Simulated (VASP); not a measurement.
Here is a VASP 6.6.1 calculation.

File POSCAR:

```
In4Sb3As
1.0
    4.4706689034      0.0000000000      0.0000000000
    0.0000000000      4.4706689034      0.0000000000
    0.0000000000      0.0000000000     12.6085675827
As In Sb
1 4 3
Direct
    0.0000000000      0.0000000000      0.0000000000
    0.0000000000      0.5000000000      0.8876518365
    0.5000000000      0.0000000000      0.6294370928
    0.0000000000      0.5000000000      0.3705629072
    0.5000000000      0.0000000000      0.1123481635
    0.5000000000      0.5000000000      0.7584818472
    0.0000000000      0.0000000000      0.5000000000
    0.5000000000      0.5000000000      0.2415181528
```

The input INCAR.step1:

```
SYSTEM = In4Sb3As
PREC     = Accurate       ! precision mode
ENCUT    = 520            ! plane-wave cutoff, eV
ISMEAR   = -1             ! smearing method
SIGMA    = 0.02           ! smearing width, eV
LREAL    = .FALSE.        ! projectors in reciprocal space
LASPH    = .TRUE.         ! aspherical terms in the spheres
NELM     = 80             ! most SCF steps
NBANDS   = 46             ! bands
GGA      = PE             ! functional
ALGO     = Normal         ! electronic algorithm
EDIFF    = 1E-4           ! SCF threshold, eV
LWAVE    = .TRUE.         ! write WAVECAR
LCHARG   = .FALSE.        ! write CHGCAR
```

File INCAR.step2:

```
SYSTEM = In4Sb3As
PREC     = Accurate       ! precision mode
ENCUT    = 520            ! plane-wave cutoff, eV
EDIFF    = 1E-6           ! SCF threshold, eV
ISMEAR   = -1             ! smearing method
SIGMA    = 0.02           ! smearing width, eV
LREAL    = .FALSE.        ! projectors in reciprocal space
LASPH    = .TRUE.         ! aspherical terms in the spheres
NELM     = 80             ! most SCF steps
ALGO     = Normal         ! electronic algorithm
ISIF     = 2              ! what is computed and relaxed
LWAVE    = .FALSE.        ! write WAVECAR
LCHARG   = .FALSE.        ! write CHGCAR
METAGGA  = R2SCAN         ! meta-GGA
LMIXTAU  = .TRUE.       
NBANDS   = 46             ! bands
ISTART   = 1
```

Contents of KPOINTS:

```
regular mesh
0
G
  6 6 2
  0 0 0
```

Potentials or basis: VASP PAW PBE potentials, release 64 (As, In_d, Sb).

Launch:

```sh
$ cat potpaw_PBE.64/As/POTCAR potpaw_PBE.64/In_d/POTCAR potpaw_PBE.64/Sb/POTCAR > POTCAR
$ cp INCAR.step1 INCAR
$ mpirun -np 1 vasp_std > vasp.out
$ cp INCAR.step2 INCAR
$ mpirun -np 1 vasp_std > vasp.out
```

Task: What does it give for the band gap on the k mesh?

Result: 0.23 eV.

Task: What does it give for the pressure?

Result: 3.2 GPa.

Task: Predict the largest force.

Result: 0.025 eV/Å.

Forces on the atoms (eV/Å):
```
As   0.000  0.000  0.000
In   0.000  0.000  0.025
In   0.000  0.000 -0.005
In   0.000  0.000  0.005
In   0.000  0.000 -0.025
Sb   0.000  0.000  0.005
Sb   0.000  0.000  0.000
Sb   0.000  0.000 -0.005
```

Caveat: the cell stands under pressure; semilocal functionals underestimate gaps, and a narrow one can read as zero; the PAW data sets were made with another functional, which shifts forces and pressure a little; spin-orbit coupling is left out, which moves the levels of the heavy elements. A k mesh can miss the band edges.
